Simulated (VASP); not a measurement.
# Se (R-3) in VASP: further runs

The runs below take Se through single point, with r2SCAN.

All numbers are computed with VASP 6.6.1; they aren't measurements. Logs are shortened: lines on timing, memory, paths and dates and some standing lists are left out, and cuts for length are marked.

## Step 1: The cell of the first run

The structure is trigonal, space group R-3 (No. 148). The conventional cell has a = 11.023 Å, b = 11.023 Å, c = 4.587 Å, α = 90.00°, β = 90.00°, γ = 120.00°. Se (site symmetry 1) has 2 Se at 2.38 Å within 3.1 Å.

## Step 2: Single point, r2SCAN (epitaxial xy strain -2.0%)

POSCAR reads:

```
Se
1.0
    5.5116924683      3.1821771303      1.5289034956
   -5.5116924683      3.1821771303      1.5289034956
    0.0000000000     -6.3643542606      1.5289034955
Se
6
Direct
    0.8379622317      0.7133473589      0.0882442758
    0.7133473589      0.0882442758      0.8379622317
    0.0882442758      0.8379622317      0.7133473589
    0.1620377683      0.2866526411      0.9117557242
    0.2866526411      0.9117557242      0.1620377683
    0.9117557242      0.1620377683      0.2866526411
```

INCAR.step1 reads:

```
PREC     = Accurate       # precision mode
ENCUT    = 520            # plane-wave cutoff, eV
ISMEAR   = 0              # smearing method
SIGMA    = 0.01           # smearing width, eV
LREAL    = F              # projectors in reciprocal space
LASPH    = T              # aspherical terms in the spheres
NELM     = 60             # most SCF steps
NBANDS   = 27             # bands
GGA      = PE             # functional
ALGO     = Normal         # electronic algorithm
EDIFF    = 1E-4           # SCF threshold, eV
LWAVE    = T              # write WAVECAR
LCHARG   = F              # write CHGCAR
```

INCAR.step2 reads:

```
PREC     = Accurate       # precision mode
ENCUT    = 520            # plane-wave cutoff, eV
EDIFF    = 1E-6           # SCF threshold, eV
ISMEAR   = 0              # smearing method
SIGMA    = 0.01           # smearing width, eV
LREAL    = F              # projectors in reciprocal space
LASPH    = T              # aspherical terms in the spheres
NELM     = 60             # most SCF steps
ALGO     = Normal         # electronic algorithm
ISIF     = 2              # what is computed and relaxed
LWAVE    = F              # write WAVECAR
LCHARG   = T              # write CHGCAR
METAGGA  = R2SCAN         # meta-GGA
LMIXTAU  = T            
LELF     = T              # ELF
LVHAR    = T            
NBANDS   = 27             # bands
ISTART   = 1
```

KPOINTS reads:

```
regular mesh
0
Gamma
  6 6 6
```

Potentials or basis: VASP PAW PBE potentials, release 64 (Se).

Launch:

```bash
> cat potpaw_PBE.64/Se/POTCAR > POTCAR
> cp INCAR.step1 INCAR
> mpirun -np 1 vasp_std > vasp.out
> cp INCAR.step2 INCAR
> mpirun -np 1 vasp_std > vasp.out
```

OUTCAR:

```text
PREC = Accurate
   ENCUT = 520
   EDIFF = 1E-6
   ISMEAR = 0
   LREAL = F
   LASPH = T
   NELM = 60
   ISIF = 2
   METAGGA = R2SCAN
   ISTART = 1

 ion  position               nearest neighbor table
   1  0.838  0.713  0.088-   6 2.38   5 2.38
   2  0.713  0.088  0.838-   6 2.38   4 2.38
   3  0.088  0.838  0.713-   4 2.38   5 2.38
   4  0.162  0.287  0.912-   3 2.38   2 2.38
   5  0.287  0.912  0.162-   3 2.38   1 2.38
   6  0.912  0.162  0.287-   1 2.38   2 2.38

  LATTYP: Found a trigonal (rhomboedric) cell.
 ALAT       =     6.5454221447
 COS(alpha) =    -0.4181580284

  Lattice vectors:

 A1 = (   5.5116924683,   3.1821771303,   1.5289034956)
 A2 = (  -5.5116924683,   3.1821771303,   1.5289034956)
 A3 = (   0.0000000000,  -6.3643542606,   1.5289034955)

Analysis of symmetry for initial positions (statically):
=====================================================================
 Subroutine PRICEL returns:
 Original cell was already a primitive cell.

 Routine SETGRP: Setting up the symmetry group for a
 trigonal (rhombohedral) supercell.

 Subroutine GETGRP returns: Found  6 space group operations
 (whereof  6 operations were pure point group operations)
 out of a pool of 12 trial point group operations.

The static configuration has the point symmetry S_6 .

Analysis of symmetry for dynamics (positions and initial velocities):
=====================================================================
 Subroutine PRICEL returns:
 Original cell was already a primitive cell.

 Routine SETGRP: Setting up the symmetry group for a
 trigonal (rhombohedral) supercell.

 Subroutine GETGRP returns: Found  6 space group operations
 (whereof  6 operations were pure point group operations)
 out of a pool of 12 trial point group operations.

The dynamic configuration has the point symmetry S_6 .

 Subroutine INISYM returns: Found  6 space group operations
 (whereof  6 operations are pure point group operations),
 and found     1 'primitive' translations

----------------------------------------------------------------------------------------

                                     Primitive cell

  volume of cell :     160.8943

  direct lattice vectors                    reciprocal lattice vectors
     5.511692468  3.182177130  1.528903496     0.090716237  0.052375044  0.218021173
    -5.511692468  3.182177130  1.528903496    -0.090716237  0.052375044  0.218021173
     0.000000000 -6.364354261  1.528903496     0.000000000 -0.104750088  0.218021173

  length of vectors
     6.545422145  6.545422145  6.545422145     0.241879748  0.241879748  0.241879748

  position of ions in fractional coordinates (direct lattice)
     0.837962232  0.713347359  0.088244276
     0.713347359  0.088244276  0.837962232
     0.088244276  0.837962232  0.713347359
     0.162037768  0.286652641  0.911755724
     0.286652641  0.911755724  0.162037768
     0.911755724  0.162037768  0.286652641

  ion indices of the primitive-cell ions
   primitive index   ion index
                 1           1
                 2           2
                 3           3
                 4           4
                 5           5
                 6           6

----------------------------------------------------------------------------------------

 KPOINTS: regular mesh

Automatic generation of k-mesh.
 Grid dimensions read from file:
 generate k-points for:    6    6    6

 Generating k-lattice:

  Cartesian coordinates                     Fractional coordinates (reciprocal lattice)
     0.015119373  0.008729174  0.036336862     0.166666667  0.000000000  0.000000000
    -0.015119373  0.008729174  0.036336862     0.000000000  0.166666667  0.000000000
     0.000000000 -0.017458348  0.036336862    -0.000000000 -0.000000000  0.166666667

  Length of vectors
     0.040313291  0.040313291  0.040313291

  Shift w.r.t. Gamma in fractional coordinates (k-lattice)
     0.000000000  0.000000000  0.000000000

 Subroutine IBZKPT returns following result:
 ===========================================

 Found     40 irreducible k-points:

 Following reciprocal coordinates:
            Coordinates               Weight
  0.000000  0.000000  0.000000      1.000000
  0.166667  0.000000  0.000000      6.000000
  0.333333 -0.000000  0.000000      6.000000
  0.500000  0.000000  0.000000      3.000000
  0.166667  0.166667  0.000000      6.000000
  0.333333  0.166667  0.000000      6.000000
[... 16 lines left out ...]
  0.333333  0.333333  0.166667      6.000000
  0.500000  0.333333  0.166667      6.000000
 [... further k-points ...]
   k-points           NKPTS =     40   k-points in BZ     NKDIM =     40   number of bands    NBANDS=     27
   number of dos      NEDOS =    301   number of ions     NIONS =      6
   total plane-waves  NPLWV = 125000
   dimension x,y,z NGX =    50 NGY =   50 NGZ =   50
   dimension x,y,z NGXF=   100 NGYF=  100 NGZF=  100
   ions per type =               6
   NGX,Y,Z   is equivalent  to a cutoff of  12.70, 12.70, 12.70 a.u.
   NGXF,Y,Z  is equivalent  to a cutoff of  25.40, 25.40, 25.40 a.u.
 SYSTEM =  unknown system
   PREC   = accura    normal or accurate (medium, high low for compatibility)
   ISTART =      1    job   : 0-new  1-cont  2-samecut
   ICHARG =      0    charge: 1-file 2-atom 10-const
   ISPIN  =      1    spin polarized calculation?
   LNONCOLLINEAR =      F non collinear calculations
   LSORBIT =      F    spin-orbit coupling
   LASPH  =      T    aspherical Exc in radial PAW
   ENCUT  =  520.0 eV  38.22 Ry    6.18 a.u.  12.17 12.17 12.17*2*pi/ulx,y,z
   NELM   =     60;   NELMIN=  2; NELMDL=  0     # of ELM steps
   EDIFF  = 0.1E-05   stopping-criterion for ELM
   LREAL  =      F    real-space projection
   EDIFFG = 0.1E-04   stopping-criterion for IOM
   NSW    =      0    number of steps for IOM
   IBRION =     -1    ionic relax: 0-MD 1-quasi-New 2-CG
   NFREE  =      0    steps in history (QN), initial steepest desc. (CG)
   ISIF   =      2    stress and relaxation
   ISYM   =      2    0-nonsym 1-usesym 2-fastsym
   POTIM  = 0.5000    time-step for ionic-motion
   TEBEG  =    0.0;   TEEND  =   0.0 temperature during run
   PSTRESS=    0.0 pullay stress
   NELECT =      36.0000    total number of electrons
   NUPDOWN=      -1.0000    fix difference up-down
   EMIN   =  10.00;   EMAX   =-10.00  energy-range for DOS
   EFERMI =   0.00;   METHOD = LEGACY
   ISMEAR =     0;   SIGMA  =   0.01  broadening in eV -4-tet -1-fermi 0-gaus
   EFERMI_NEDOS =   21; number of points for ismear=-14 and -15
   IALGO  =     38    algorithm
   IMIX   =      4    mixing-type and parameters
     AMIX     =   0.40;   BMIX     =  1.00
     AMIX_MAG =   1.60;   BMIX_MAG =  1.00
  volume/ion in A,a.u.               =      26.82       180.96
  Fermi-wavevector in a.u.,A,eV,Ry     =   0.993868  1.878139 13.439480  0.987774
  Thomas-Fermi vector in A             =   2.125780
   LORBIT       =      0    0 simple, 1 ext, 2 COOP (PROOUT), +10 PAW based schemes
   METAGGA = R2SCAN    functional components
   LHFCALC =     F    Hartree Fock is set to
   AEXX    =    0.0000 exact exchange contribution
   IVDW    =     0    specifies the selected vdW correction
   LEPSILON=     F    determine dielectric tensor
   LRPA    =     F    only Hartree local field effects (RPA)
 non-spin polarized calculation
 Gauss-broadening in eV      SIGMA  =   0.01
  energy-cutoff  :      520.00
  volume of cell :      160.89
 maximum number of plane-waves:      4356
 NGX is ok and might be reduce to    50
   NGX = 25   NGY = 25   NGZ = 25

 number of electron      35.9999998 magnetization

 Free energy of the ion-electron system (eV)
  ---------------------------------------------------
  ext. energy  EPLUGINS =         0.00000000
  ---------------------------------------------------
  free energy    TOTEN  =       -85.65607900 eV

  energy without entropy =      -85.65607900  energy(sigma->0) =      -85.65607900

 E-fermi :   2.1591     XC(G=0):  -9.3401

 val. band max:        2.1015854467   @ k =  -0.1667   0.5000   0.1667
 cond. band min:       3.7503374432   @ k =   0.3333  -0.1667  -0.3333
 fundamental gap:      1.6487519964
 Fermi energy:         2.1590721863

 k-point     1 :       0.0000    0.0000    0.0000
  band No.  band energies     occupation
      1     -14.1323      2.00000
      2     -12.1547      2.00000
      3     -12.1547      2.00000
      4      -9.9491      2.00000
      5      -9.9491      2.00000
      6      -8.4403      2.00000
[... 19 lines left out ...]
     26       9.1138      0.00000
     27       9.3383      0.00000

 k-point     2 :       0.1667    0.0000    0.0000
  band No.  band energies     occupation
      1     -14.0486      2.00000
      2     -12.2459      2.00000
      3     -12.1742      2.00000
      4      -9.9835      2.00000
      5      -9.8322      2.00000
      6      -8.4366      2.00000
[... 19 lines left out ...]
     26       9.3656      0.00000
     27       9.4517      0.00000

 k-point     3 :       0.3333   -0.0000    0.0000
  band No.  band energies     occupation
      1     -13.8523      2.00000
      2     -12.4429      2.00000
      3     -12.2149      2.00000
      4     -10.0406      2.00000
      5      -9.5956      2.00000
      6      -8.4834      2.00000
[... 19 lines left out ...]
     26       9.6654      0.00000
     27      10.1187      0.00000

 k-point     4 :       0.5000    0.0000    0.0000
  band No.  band energies     occupation
      1     -13.7307      2.00000
      2     -12.5592      2.00000
      3     -12.2360      2.00000
      4     -10.0648      2.00000
      5      -9.4702      2.00000
      6      -8.5353      2.00000
[... 19 lines left out ...]
     26      10.2615      0.00000
     27      10.6988      0.00000
[... 516 lines left out ...]
      4     -10.0224      2.00000
      5      -9.8131      2.00000
      6      -8.2473      2.00000
[... 19 lines left out ...]
     26       9.1340      0.00000
     27       9.7491      0.00000

 k-point    23 :       0.3333    0.3333    0.1667
  band No.  band energies     occupation
      1     -13.6138      2.00000
      2     -12.7926      2.00000
      3     -12.5414      2.00000
      4      -9.8648      2.00000
      5      -9.5271      2.00000
      6      -8.2273      2.00000
[... 19 lines left out ...]
     26       8.7010      0.00000
     27       8.9013      0.00000

 k-point    24 :       0.5000    0.3333    0.1667
  band No.  band energies     occupation
      1     -13.6714      2.00000
      2     -12.8243      2.00000
      3     -12.4682      2.00000
      4     -10.0460      2.00000
      5      -9.5552      2.00000
      6      -7.9455      2.00000
[... 19 lines left out ...]
     26       8.6643      0.00000
     27       9.2127      0.00000

 [... further k-points ...]
[... 5 lines left out ...]
  --------------------------------------------------------------------------------------
  -------------------------------------------------------------------------------------
  Total        1.4566529      1.4566529      0.9445725     -0.0000015      0.0000000      0.0000000
  in kB       14.5052767     14.5052767      9.4060056     -0.0000145      0.0000000      0.0000000
  external PRESSURE =      12.8055197 kB  Pullay stress =       0.0000000 kB

 VOLUME and BASIS-vectors are now :
 -----------------------------------------------------------------------------
  energy-cutoff  :      520.00
  volume of cell :      160.89
      direct lattice vectors                 reciprocal lattice vectors
     5.511692468  3.182177130  1.528903496     0.090716237  0.052375044  0.218021173
    -5.511692468  3.182177130  1.528903496    -0.090716237  0.052375044  0.218021173
     0.000000000 -6.364354261  1.528903496     0.000000000 -0.104750088  0.218021173

 POSITION                                       TOTAL-FORCE (eV/Angst)
 -----------------------------------------------------------------------------------
      0.68684      4.37492      2.50672        -0.005573      0.028519      0.034142
      3.44538     -2.78228      2.50672         0.027484     -0.009433      0.034142
     -4.13221     -1.59264      2.50672        -0.021911     -0.019086      0.034142
     -0.68684     -4.37492      2.07999         0.005573     -0.028519     -0.034142
     -3.44538      2.78228      2.07999        -0.027484      0.009433     -0.034142
      4.13221      1.59264      2.07999         0.021911      0.019086     -0.034142
 -----------------------------------------------------------------------------------
    total drift:                                0.000000     -0.000000     -0.000000

  FREE ENERGIE OF THE ION-ELECTRON SYSTEM (eV)
  ---------------------------------------------------
  free  energy   TOTEN  =       -85.6560790012 eV

  energy  without entropy=      -85.6560790012  energy(sigma->0) =      -85.65607900
```

Wall time 6.2 min (1 thread of Intel Xeon 6975P-C (Granite Rapids), shared host); peak memory 0.42 GiB.

Results:

- Free energy: -85.6561 eV
- Pressure: 1.3 GPa
- Largest force: 0.045 eV/Å
- Band gap on the k mesh: 1.65 eV (least direct gap 1.75 eV)

Forces in eV/Å, atoms in the order of the input:
```
Se  -0.006  0.029  0.034
Se   0.027 -0.009  0.034
Se  -0.022 -0.019  0.034
Se   0.006 -0.029 -0.034
Se  -0.027  0.009 -0.034
Se   0.022  0.019 -0.034
```

Stress tensor (GPa, compression positive):
```
1.45 0.00 0.00
0.00 1.45 0.00
0.00 0.00 0.94
```

Caveat: the cell differs from its parent crystal (epitaxial xy strain -2.0%); the PAW data sets were made with another functional, which shifts forces and pressure a little. A k mesh can miss the band edges.

(Part 1 of 2 ends here.)
